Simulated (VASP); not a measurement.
A run of VASP 6.6.1 is set up as follows.

Contents of POSCAR:

```
C
1.0
    0.0000000000      1.5481131777      1.5481131777
    1.5481131777      0.0000000000      1.5481131777
    1.5481131777      1.5481131777      0.0000000000
C
1
Direct
    0.0000000000      0.0000000000      0.0000000000
```

INCAR.step1

```
  ALGO = Normal
  EDIFF = 1E-4
  ENCUT = 520
  GGA = PE
  ISMEAR = -1
  LASPH = True
  LCHARG = False
  LREAL = False
  LWAVE = True
  NBANDS = 8
  NELM = 100
  PREC = Accurate
  SIGMA = 0.1
```

File INCAR.step2:

```
  ALGO = Normal
  EDIFF = 1E-6
  ENCUT = 520
  ISIF = 2
  ISMEAR = -1
  ISTART = 1
  LASPH = True
  LCHARG = False
  LMIXTAU = True
  LREAL = False
  LWAVE = False
  METAGGA = R2SCAN
  NBANDS = 8
  NELM = 100
  PREC = Accurate
  SIGMA = 0.1
```

File KPOINTS:

```
k-points
0
Gamma
  20 20 20
```

Potentials or basis: VASP PAW PBE potentials, release 64 (C).

Launch:

```console
$ cat potpaw_PBE.64/C/POTCAR > POTCAR
$ cp INCAR.step1 INCAR
$ mpirun -np 1 vasp_std > vasp.out
$ cp INCAR.step2 INCAR
$ mpirun -np 1 vasp_std > vasp.out
```

Problem. Predict the pressure.

Solution. 0.0 GPa.

Problem. Estimate the band gap on the k mesh.

Solution. Zero (bands 2 and 3 overlap by 12.12 eV).

Caveat: the PAW data sets were made with another functional, which shifts forces and pressure a little.
